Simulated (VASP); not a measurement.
Here is a VASP 6.6.1 calculation.

Contents of INCAR:

```
ALGO = Normal
DIPOL = 0.5 0.5 0.500
EDIFF = 1E-6
EDIFFG = -0.02
ENCUT = 520
GGA = PE
IBRION = 2
IDIPOL = 3
ISIF = 2
ISMEAR = -1
LASPH = T
LCHARG = F
LDIPOL = T
LREAL = F
LWAVE = F
NELM = 60
NSW = 60
PREC = Accurate
SIGMA = 0.05
```

The input KPOINTS:

```
k-points
0
Gamma
  12 12 1
```

Contents of POSCAR:

```
Cu
1.0
    2.5561910140      0.0000000000      0.0000000000
   -1.2780955070      2.2137263550      0.0000000000
    0.0000000000      0.0000000000     25.4356061156
Cu
6
Selective dynamics
Direct
    0.6666666667      0.3333333333      0.2948622481  F F F
    0.3333333333      0.6666666667      0.3769173488  F F F
    0.0000000000      0.0000000000      0.4589724496  F F F
    0.6666666667      0.3333333333      0.5410275504  T T T
    0.3333333333      0.6666666667      0.6230826512  T T T
    0.0000000000      0.0000000000      0.7051377519  T T T
```

Potentials or basis: VASP PAW PBE potentials, release 64 (Cu).

Run with:

```sh
$ cat potpaw_PBE.64/Cu/POTCAR > POTCAR
$ mpirun -np 1 vasp_std > vasp.out
```

Q: What does it give for the energy gained by relaxing?

A: 0.0 meV/atom.

Q: Predict the band gap on the k mesh.

A: Zero (bands 33 and 34 overlap by 5.00 eV).

Final structure:
```yaml
crystal:
  lattice:
    - [2.55619, 0.00000, 0.00000]
    - [-1.27810, 2.21373, 0.00000]
    - [0.00000, 0.00000, 25.43561]
  atoms:
    - { symbol: Cu, position: [0.66667, 0.33333, 0.29486] }
    - { symbol: Cu, position: [0.33333, 0.66667, 0.37692] }
    - { symbol: Cu, position: [0.00000, 0.00000, 0.45897] }
    - { symbol: Cu, position: [0.66667, 0.33333, 0.54104] }
    - { symbol: Cu, position: [0.33333, 0.66667, 0.62313] }
    - { symbol: Cu, position: [0.00000, 0.00000, 0.70510] }
```
